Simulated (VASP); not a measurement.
Ir: single point with LDA

The system is Ir.

```xyz
1
Lattice="0.0000 1.8887 1.9832 1.8887 0.0000 1.9832 1.8887 1.8887 0.0000" Properties=species:S:1:pos:R:3 pbc="T T T"
Ir    0.0000    0.0000    0.0000
```

This cell differs from its parent crystal: ratio of the length along z to the lengths across it x 1.05, volume and fractional coordinates fixed.

* Program: VASP 6.6.1
* Task: single point
* Functional: LDA
* Potentials or basis: VASP PAW LDA potentials, release 64 (Ir)
* Cutoff: 520 eV
* k mesh: 8 × 8 × 8
* Occupations: gaussian, width 0.15 eV
* Spin: no spin polarisation

```json
{
  "Pressure": "-4.2 GPa"
}
```

Stress tensor (GPa, compression positive):
```
  1.51   0.00   0.00
  0.00   1.51   0.00
  0.00   0.00 -15.67
```

Levels at points of the mesh, in eV from the Fermi level:
```tsv
k point	band 1	band 2	band 3	band 4	band 5	band 6	band 7	band 8	band 9
(0.00, 0.00, 0.00)	-11.14	-4.38	-3.71	-3.71	-1.67	-0.79	14.34	18.88	20.37
(0.50, 0.00, 0.00)	-8.15	-4.36	-3.69	-0.74	0.70	1.03	7.25	13.80	19.36
(0.50, 0.50, 0.00)	-7.99	-7.38	0.93	1.04	1.39	1.39	9.61	12.27	12.27
(0.50, 0.00, 0.50)	-7.92	-7.39	0.80	1.11	1.77	2.05	10.95	11.13	11.65
```

Run time: 6.8 s on 1 thread of AMD EPYC 9R45 96-Core Processor (Zen 5) (shared host), peak memory 0.09 GiB.

Caveat: spin-orbit coupling is left out, which moves the levels of the heavy elements.
